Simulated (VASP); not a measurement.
# SnO2 (R3m) in VASP: further runs

SnO2 is run at these levels: PBE; tasks: single point.

Everything below comes from runs of VASP 6.6.1. Logs are shortened: lines on timing, memory, paths and dates and some standing lists are left out, and cuts for length are marked.

## (1) The cell of the first run

Symmetry: R3m, No. 160, trigonal system. Conventional cell: a = 3.637 Å, b = 3.637 Å, c = 8.908 Å, α = 90.00°, β = 90.00°, γ = 120.00°. Within 2.8 Å of Sn (site symmetry 3m) lie 8 O at 2.15 to 2.30 Å. Within 2.8 Å of O (site symmetry 3m) lie 4 Sn at 2.15 to 2.25 Å and 6 O at 2.57 Å. O (site symmetry 3m) has 4 Sn at 2.20 to 2.30 Å and 6 O at 2.57 Å within 2.9 Å.

## (2) Single point, PBE

INCAR

```
ALGO = Normal
EDIFF = 1E-6
ENCUT = 520
GGA = PE
ISIF = 2
ISMEAR = 0
LASPH = T
LCHARG = T
LELF = T
LREAL = F
LVHAR = T
LWAVE = F
NBANDS = 20
NELM = 60
PREC = Accurate
SIGMA = 0.15
```

KPOINTS

```
k-points
0
Gamma
  16 16 16
```

POSCAR

```
SnO2
1.0
    0.0000000000      2.5716524213      2.5716524213
    2.5716524213      0.0000000000      2.5716524213
    2.5716524213      2.5716524213      0.0000000000
Sn O
1 2
Direct
    0.0000000000      0.0000000000      0.0000000000
    0.2415810415      0.2415810415      0.2415810415
    0.7415810415      0.7415810415      0.7415810415
```

Potentials or basis: VASP PAW PBE potentials, release 64 (Sn_d, O).

The run is started by

```sh
$ cat potpaw_PBE.64/Sn_d/POTCAR potpaw_PBE.64/O/POTCAR > POTCAR
$ mpirun -np 1 vasp_std > vasp.out
```

OUTCAR:

```text
EDIFF = 1E-6
   ENCUT = 520
   GGA = PE
   ISIF = 2
   ISMEAR = 0
   LASPH = T
   LREAL = F
   NELM = 60
   PREC = Accurate

 ion  position               nearest neighbor table
   1  0.000  0.000  0.000-   2 2.15   3 2.20   3 2.20   3 2.20   2 2.25   2 2.25   2 2.25   3 2.30

   2  0.242  0.242  0.242-   1 2.15   1 2.25   1 2.25   1 2.25
   3  0.742  0.742  0.742-   1 2.20   1 2.20   1 2.20   1 2.30

  LATTYP: Found a face centered cubic cell.
 ALAT       =     5.1433048426

  Lattice vectors:

 A1 = (   0.0000000000,   2.5716524213,   2.5716524213)
 A2 = (   2.5716524213,   0.0000000000,   2.5716524213)
 A3 = (   2.5716524213,   2.5716524213,   0.0000000000)

Analysis of symmetry for initial positions (statically):
=====================================================================
 Subroutine PRICEL returns:
 Original cell was already a primitive cell.

 Routine SETGRP: Setting up the symmetry group for a
 face centered cubic supercell.

 Subroutine GETGRP returns: Found  6 space group operations
 (whereof  6 operations were pure point group operations)
 out of a pool of 48 trial point group operations.

The static configuration has the point symmetry C_3v.

Analysis of symmetry for dynamics (positions and initial velocities):
=====================================================================
 Subroutine PRICEL returns:
 Original cell was already a primitive cell.

 Routine SETGRP: Setting up the symmetry group for a
 face centered cubic supercell.

 Subroutine GETGRP returns: Found  6 space group operations
 (whereof  6 operations were pure point group operations)
 out of a pool of 48 trial point group operations.

The dynamic configuration has the point symmetry C_3v.

 Subroutine INISYM returns: Found  6 space group operations
 (whereof  6 operations are pure point group operations),
 and found     1 'primitive' translations

----------------------------------------------------------------------------------------

                                     Primitive cell

  volume of cell :      34.0147

  direct lattice vectors                    reciprocal lattice vectors
     0.000000000  2.571652421  2.571652421    -0.194427519  0.194427519  0.194427519
     2.571652421  0.000000000  2.571652421     0.194427519 -0.194427519  0.194427519
     2.571652421  2.571652421  0.000000000     0.194427519  0.194427519 -0.194427519

  length of vectors
     3.636865732  3.636865732  3.636865732     0.336758341  0.336758341  0.336758341

  position of ions in fractional coordinates (direct lattice)
     0.000000000  0.000000000  0.000000000
     0.241581041  0.241581041  0.241581041
     0.741581041  0.741581041  0.741581041

  ion indices of the primitive-cell ions
   primitive index   ion index
                 1           1
                 2           2
                 3           3

----------------------------------------------------------------------------------------

 KPOINTS: k-points

Automatic generation of k-mesh.
 Grid dimensions read from file:
 generate k-points for:   16   16   16

 Generating k-lattice:

  Cartesian coordinates                     Fractional coordinates (reciprocal lattice)
    -0.012151720  0.012151720  0.012151720     0.062500000  0.000000000  0.000000000
     0.012151720 -0.012151720  0.012151720     0.000000000  0.062500000  0.000000000
     0.012151720  0.012151720 -0.012151720     0.000000000  0.000000000  0.062500000

  Length of vectors
     0.021047396  0.021047396  0.021047396

  Shift w.r.t. Gamma in fractional coordinates (k-lattice)
     0.000000000  0.000000000  0.000000000

 Subroutine IBZKPT returns following result:
 ===========================================

 Found    417 irreducible k-points:

 Following reciprocal coordinates:
            Coordinates               Weight
  0.000000  0.000000  0.000000      1.000000
  0.062500  0.000000  0.000000      6.000000
  0.062500  0.062500  0.062500      2.000000
  0.125000  0.000000  0.000000      6.000000
  0.125000  0.125000  0.125000      2.000000
  0.187500  0.000000  0.000000      6.000000
[... 16 lines left out ...]
  0.062500  0.062500 -0.125000      6.000000
  0.187500  0.125000  0.187500      6.000000
 [... further k-points ...]
   k-points           NKPTS =    417   k-points in BZ     NKDIM =    417   number of bands    NBANDS=     20
   number of dos      NEDOS =    301   number of ions     NIONS =      3
   total plane-waves  NPLWV =  21952
   dimension x,y,z NGX =    28 NGY =   28 NGZ =   28
   dimension x,y,z NGXF=    56 NGYF=   56 NGZF=   56
   ions per type =               1   2
   NGX,Y,Z   is equivalent  to a cutoff of  12.80, 12.80, 12.80 a.u.
   NGXF,Y,Z  is equivalent  to a cutoff of  25.60, 25.60, 25.60 a.u.
 SYSTEM =  unknown system
   PREC   = accura    normal or accurate (medium, high low for compatibility)
   ISTART =      0    job   : 0-new  1-cont  2-samecut
   ICHARG =      2    charge: 1-file 2-atom 10-const
   ISPIN  =      1    spin polarized calculation?
   LNONCOLLINEAR =      F non collinear calculations
   LSORBIT =      F    spin-orbit coupling
   LASPH  =      T    aspherical Exc in radial PAW
   ENCUT  =  520.0 eV  38.22 Ry    6.18 a.u.   6.76  6.76  6.76*2*pi/ulx,y,z
   NELM   =     60;   NELMIN=  2; NELMDL= -5     # of ELM steps
   EDIFF  = 0.1E-05   stopping-criterion for ELM
   LREAL  =      F    real-space projection
   EDIFFG = 0.1E-04   stopping-criterion for IOM
   NSW    =      0    number of steps for IOM
   IBRION =     -1    ionic relax: 0-MD 1-quasi-New 2-CG
   NFREE  =      0    steps in history (QN), initial steepest desc. (CG)
   ISIF   =      2    stress and relaxation
   ISYM   =      2    0-nonsym 1-usesym 2-fastsym
   POTIM  = 0.5000    time-step for ionic-motion
   TEBEG  =    0.0;   TEEND  =   0.0 temperature during run
   PSTRESS=    0.0 pullay stress
   NELECT =      26.0000    total number of electrons
   NUPDOWN=      -1.0000    fix difference up-down
   EMIN   =  10.00;   EMAX   =-10.00  energy-range for DOS
   EFERMI =   0.00;   METHOD = LEGACY
   ISMEAR =     0;   SIGMA  =   0.15  broadening in eV -4-tet -1-fermi 0-gaus
   EFERMI_NEDOS =   21; number of points for ismear=-14 and -15
   IALGO  =     38    algorithm
   IMIX   =      4    mixing-type and parameters
     AMIX     =   0.40;   BMIX     =  1.00
     AMIX_MAG =   1.60;   BMIX_MAG =  1.00
  volume/ion in A,a.u.               =      11.34        76.51
  Fermi-wavevector in a.u.,A,eV,Ry     =   1.496846  2.828628 30.484490  2.240547
  Thomas-Fermi vector in A             =   2.608810
   LORBIT       =      0    0 simple, 1 ext, 2 COOP (PROOUT), +10 PAW based schemes
   GGA     = PE    functional components
   LHFCALC =     F    Hartree Fock is set to
   AEXX    =    0.0000 exact exchange contribution
   IVDW    =     0    specifies the selected vdW correction
   LEPSILON=     F    determine dielectric tensor
   LRPA    =     F    only Hartree local field effects (RPA)
 non-spin polarized calculation
 Gauss-broadening in eV      SIGMA  =   0.15
  energy-cutoff  :      520.00
  volume of cell :       34.01
 maximum number of plane-waves:       941
   NGX = 13   NGY = 13   NGZ = 13

 number of electron      26.0000000 magnetization

 Free energy of the ion-electron system (eV)
  ---------------------------------------------------
  ext. energy  EPLUGINS =         0.00000000
  ---------------------------------------------------
  free energy    TOTEN  =       -17.89370516 eV

  energy without entropy =      -17.89342653  energy(sigma->0) =      -17.89356585

 E-fermi :   7.6085     XC(G=0): -11.6773

 val. band max:        7.3956378147   @ k =  -0.2500   0.5000   0.2500
 cond. band min:       7.7744139763   @ k =   0.0625   0.0625   0.0625
 fundamental gap:      0.3787761615
 Fermi energy:         7.6085467789

 k-point     1 :       0.0000    0.0000    0.0000
  band No.  band energies     occupation
      1     -13.1951      2.00000
      2     -13.1777      2.00000
      3     -13.1777      2.00000
      4     -13.0516      2.00000
      5     -13.0516      2.00000
      6     -11.9413      2.00000
[... 12 lines left out ...]
     19      22.4823      0.00000
     20      22.4823      0.00000

 k-point     2 :       0.0625    0.0000    0.0000
  band No.  band energies     occupation
      1     -13.2046      2.00000
      2     -13.1787      2.00000
      3     -13.1748      2.00000
      4     -13.0518      2.00000
      5     -13.0518      2.00000
      6     -11.9032      2.00000
[... 12 lines left out ...]
     19      22.4907      0.00000
     20      22.4933      0.00000

 k-point     3 :       0.0625    0.0625    0.0625
  band No.  band energies     occupation
      1     -13.2081      2.00000
      2     -13.1749      2.00000
      3     -13.1749      2.00000
      4     -13.0517      2.00000
      5     -13.0517      2.00000
      6     -11.9036      2.00000
[... 12 lines left out ...]
     19      22.4899      0.00000
     20      22.4899      0.00000

 k-point     4 :       0.1250    0.0000    0.0000
  band No.  band energies     occupation
      1     -13.2411      2.00000
      2     -13.1747      2.00000
      3     -13.1670      2.00000
      4     -13.0519      2.00000
      5     -13.0519      2.00000
      6     -11.7859      2.00000
[... 12 lines left out ...]
     19      22.5155      0.00000
     20      22.5323      0.00000

 k-point     5 :       0.1250    0.1250    0.1250
  band No.  band energies     occupation
      1     -13.2477      2.00000
      2     -13.1674      2.00000
      3     -13.1674      2.00000
      4     -13.0516      2.00000
      5     -13.0516      2.00000
      6     -11.7874      2.00000
[... 12 lines left out ...]
     19      22.5126      0.00000
     20      22.5126      0.00000
[... 353 lines left out ...]
      6     -11.8032      2.00000
[... 12 lines left out ...]
     19      22.5097      0.00000
     20      22.5870      0.00000

 k-point    22 :       0.1875    0.0625    0.0000
  band No.  band energies     occupation
      1     -13.2889      2.00000
      2     -13.1671      2.00000
      3     -13.1587      2.00000
      4     -13.0571      2.00000
      5     -13.0463      2.00000
      6     -11.6313      2.00000
[... 12 lines left out ...]
     19      22.6420      0.00000
     20      22.8995      0.00000

 k-point    23 :       0.0625    0.0625   -0.1250
  band No.  band energies     occupation
      1     -13.2876      2.00000
      2     -13.1726      2.00000
      3     -13.1545      2.00000
      4     -13.0573      2.00000
      5     -13.0465      2.00000
      6     -11.6307      2.00000
[... 12 lines left out ...]
     19      22.6593      0.00000
     20      22.8908      0.00000

 k-point    24 :       0.1875    0.1250    0.1875
  band No.  band energies     occupation
      1     -13.2948      2.00000
      2     -13.1642      2.00000
      3     -13.1552      2.00000
      4     -13.0566      2.00000
      5     -13.0458      2.00000
      6     -11.6334      2.00000
[... 12 lines left out ...]
     19      22.6533      0.00000
     20      22.8724      0.00000

 [... further k-points ...]
[... 5 lines left out ...]
  --------------------------------------------------------------------------------------
  -------------------------------------------------------------------------------------
  Total        0.2169571      0.2169571      0.2169571      0.0786198      0.0786198      0.0786198
  in kB       10.2192158     10.2192158     10.2192158      3.7031874      3.7031874      3.7031874
  external PRESSURE =      10.2192158 kB  Pullay stress =       0.0000000 kB

 VOLUME and BASIS-vectors are now :
 -----------------------------------------------------------------------------
  energy-cutoff  :      520.00
  volume of cell :       34.01
      direct lattice vectors                 reciprocal lattice vectors
     0.000000000  2.571652421  2.571652421    -0.194427519  0.194427519  0.194427519
     2.571652421  0.000000000  2.571652421     0.194427519 -0.194427519  0.194427519
     2.571652421  2.571652421  0.000000000     0.194427519  0.194427519 -0.194427519

 POSITION                                       TOTAL-FORCE (eV/Angst)
 -----------------------------------------------------------------------------------
      0.00000      0.00000      0.00000        -0.360163     -0.360163     -0.360163
      1.24252      1.24252      1.24252         0.222421      0.222421      0.222421
      3.81418      3.81418      3.81418         0.137743      0.137743      0.137743
 -----------------------------------------------------------------------------------
    total drift:                               -0.000109     -0.000109     -0.000109

  FREE ENERGIE OF THE ION-ELECTRON SYSTEM (eV)
  ---------------------------------------------------
  free  energy   TOTEN  =       -17.8937051645 eV

  energy  without entropy=      -17.8934265315  energy(sigma->0) =      -17.89356585
```

Run time: 3.3 min. Hardware: 1 thread of Intel Xeon Platinum 8259CL at 2.50GHz (Skylake/Cascade Lake), shared host; peak memory 0.36 GiB.

What came out:

```
Free energy            : -17.8937 eV
Pressure               : 1.0 GPa
Largest force          : 0.624 eV/Å
Band gap on the k mesh : zero (band 13 reaches 7.40 eV, above the bottom of band 14 at 7.23 eV)
```

Forces on the atoms (eV/Å):
```
Sn  -0.360 -0.360 -0.360
O    0.222  0.222  0.222
O    0.138  0.138  0.138
```

Stress tensor (GPa, compression positive):
```
1.02 0.37 0.37
0.37 1.02 0.37
0.37 0.37 1.02
```

Levels at points of the mesh, in eV from the Fermi level:
| k point | band 10 | band 11 | band 12 | band 13 | band 14 | band 15 | band 16 | band 17 |
| --- | --- | --- | --- | --- | --- | --- | --- | --- |
| (0.00, 0.00, 0.00) | -3.02 | -1.52 | -1.52 | -1.51 | -0.37 | 6.77 | 6.77 | 6.82 |
| (0.50, 0.00, 0.00) | -3.47 | -3.46 | -2.24 | -2.23 | 4.28 | 7.63 | 9.84 | 9.89 |
| (0.50, 0.50, 0.50) | -3.45 | -3.45 | -2.24 | -2.24 | 4.28 | 7.64 | 9.84 | 9.84 |
| (0.50, 0.50, 0.00) | -5.46 | -0.46 | -0.41 | -0.26 | 2.84 | 6.68 | 9.54 | 11.58 |

Caveat: the cell differs from its parent crystal (all O atoms moved +0.075 Å, as atom 2 towards its neighbour atom 1 (Sn) at 2.227 Å); spin-orbit coupling is left out, which moves the levels of the heavy elements.

## (3) Single point, PBE

INCAR

```
SYSTEM = SnO2
ALGO = Normal
EDIFF = 1E-7
ENCUT = 520
GGA = PE
ISIF = 2
ISMEAR = 0
LASPH = .TRUE.
LCHARG = .TRUE.
LELF = .TRUE.
LREAL = .FALSE.
LVHAR = .TRUE.
LWAVE = .FALSE.
NBANDS = 20
NELM = 60
PREC = Accurate
SIGMA = 0.15
```

KPOINTS

```
k-points
0
G
  16 16 16
  0 0 0
```

POSCAR

```
SnO2
1.0
    0.0000000000      2.5716524213      2.5716524213
    2.5716524213      0.0000000000      2.5716524213
    2.5716524213      2.5716524213      0.0000000000
Sn O
1 2
Direct
    0.0000000000      0.0000000000      0.0000000000
    0.2471936805      0.2471936805      0.2471936805
    0.7471936805      0.7471936805      0.7471936805
```

Potentials or basis: VASP PAW PBE potentials, release 64 (Sn_d, O).

The run is started by

```sh
$ cat potpaw_PBE.64/Sn_d/POTCAR potpaw_PBE.64/O/POTCAR > POTCAR
$ mpirun -np 1 vasp_std > vasp.out
```

Run time: 4.2 min. Hardware: 1 thread of Intel Xeon Platinum 8259CL at 2.50GHz (Skylake/Cascade Lake), shared host; peak memory 0.36 GiB.

It converged, with:

```
Free energy            : -17.9142 eV
Pressure               : 0.6 GPa
Largest force          : 0.203 eV/Å
Band gap on the k mesh : zero (band 13 reaches 7.39 eV, above the bottom of band 14 at 7.23 eV)
```

Forces in eV/Å, atoms in the order of the input:
```
Sn  -0.117 -0.117 -0.117
O    0.063  0.063  0.063
O    0.054  0.054  0.054
```

Levels at points of the mesh, in eV from the Fermi level:
```csv
k point,band 10,band 11,band 12,band 13,band 14,band 15,band 16,band 17
"(0.00, 0.00, 0.00)",-3.01,-1.52,-1.52,-1.52,-0.37,6.78,6.78,6.78
"(0.50, 0.00, 0.00)",-3.44,-3.44,-2.23,-2.23,4.30,7.64,9.85,9.86
"(0.50, 0.50, 0.50)",-3.44,-3.44,-2.23,-2.23,4.30,7.64,9.85,9.85
"(0.50, 0.50, 0.00)",-5.47,-0.40,-0.40,-0.29,2.86,6.67,9.56,11.59
```

Caveat: the cell differs from its parent crystal (all O atoms moved +0.025 Å, as atom 2 towards its neighbour atom 1 (Sn) at 2.227 Å); spin-orbit coupling is left out, which moves the levels of the heavy elements.
